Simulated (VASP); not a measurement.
MgI2:

```
Mg I
1.0
     4.15664    0.00000    0.00000
    -2.07832    3.59975    0.00000
     0.00000    0.00000    6.87561
Mg I
1 2
Direct
  0.00000 0.00000 0.00000
  0.33333 0.66667 0.24257
  0.66667 0.33333 0.75743
```

Base run:

| Item | Value |
| --- | --- |
| Program | VASP 6.6.1 |
| Functional | r2SCAN |
| Potentials or basis | VASP PAW PBE potentials, release 64 (Mg, I) |
| Cutoff | 520 eV |
| k mesh | 6 × 6 × 4 |
| Occupations | gaussian, width 0.01 eV |
| Spin | no spin polarisation |

Its results: band gap on the k mesh 4.10 eV (least direct gap 4.48 eV); pressure 0.5 GPa; largest force 0.044 eV/Å.

Problem. The run is repeated on the same cell with these changes: k mesh from 6 × 6 × 4 to 3 × 3 × 3. What comes out?

Solution. Band gap on the k mesh 4.37 eV (least direct gap 4.47 eV); pressure 1.0 GPa; largest force 0.069 eV/Å.

Caveats: some runs use coarse meshes; the PAW data sets were made with another functional, which shifts forces and pressure a little; spin-orbit coupling is left out, which moves the levels of the heavy elements.

A k mesh can miss the band edges.
